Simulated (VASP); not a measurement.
Set up this calculation in VASP 6.6.1, as the native input.

| Item | Value |
| --- | --- |
| Task | single point |
| Functional | LDA |
| Potentials or basis | VASP PAW LDA potentials, release 64 (Ti_sv, O_h) |
| Cutoff | 910 eV |
| k mesh | 6 × 6 × 4 |
| Occupations | gaussian, width 0.01 eV |
| Spin | no spin polarisation |
| Dipole correction | no |
| Second run | hard_potentials |
| Further INCAR settings | ALGO = Normal; EDIFF = 1e-06; NBANDS = 33 |

The structure of TiO2 lies in POSCAR:

```
TiO2
1.0
    2.6694614897     -2.6700740968      0.0000000000
    2.6694614897      2.6700740968      0.0000000000
   -2.5979383801      0.0000000000      4.7318096342
Ti O
2 4
Direct
    0.1341100000      0.8658900000      0.2500000000
    0.8658900000      0.1341100000      0.7500000000
    0.3312210000      0.0887550000      0.6671490000
    0.6687790000      0.9112450000      0.3328510000
    0.9112450000      0.6687790000      0.8328510000
    0.0887550000      0.3312210000      0.1671490000
```

The input as run:

INCAR

```
SYSTEM = TiO2
PREC = Accurate
ENCUT = 910
EDIFF = 1E-6
ISMEAR = 0
SIGMA = 0.01
LREAL = .FALSE.
LASPH = .TRUE.
NELM = 120
ALGO = Normal
ISIF = 2
LWAVE = .FALSE.
LCHARG = .TRUE.
LELF = .TRUE.
LVHAR = .TRUE.
NBANDS = 33
GGA_COMPAT = .FALSE.
```

KPOINTS

```
regular mesh
0
G
  6 6 4
  0 0 0
```

Potentials or basis: VASP PAW LDA potentials, release 64 (Ti_sv, O_h).

Launch:

```sh
$ cat potpaw_LDA.64/Ti_sv/POTCAR potpaw_LDA.64/O_h/POTCAR > POTCAR
$ mpirun -np 1 vasp_std > vasp.out
```

It gave:

```yaml
Pressure: -4.1 GPa
Largest_force: 0.109 eV/Å
Band_gap_on_the_k_mesh: 2.04 eV, indirect (least direct gap 2.38 eV)
```

Caveat: the cutoff is under 1.25 times the usual one of these potentials, so pressure, stress and relaxed cells hold a basis-set (Pulay) error.

It took 3.1 min on 1 thread of Intel(R) Xeon(R) 6975P-C (Granite Rapids), with other jobs on the host, peak memory 0.35 GiB.
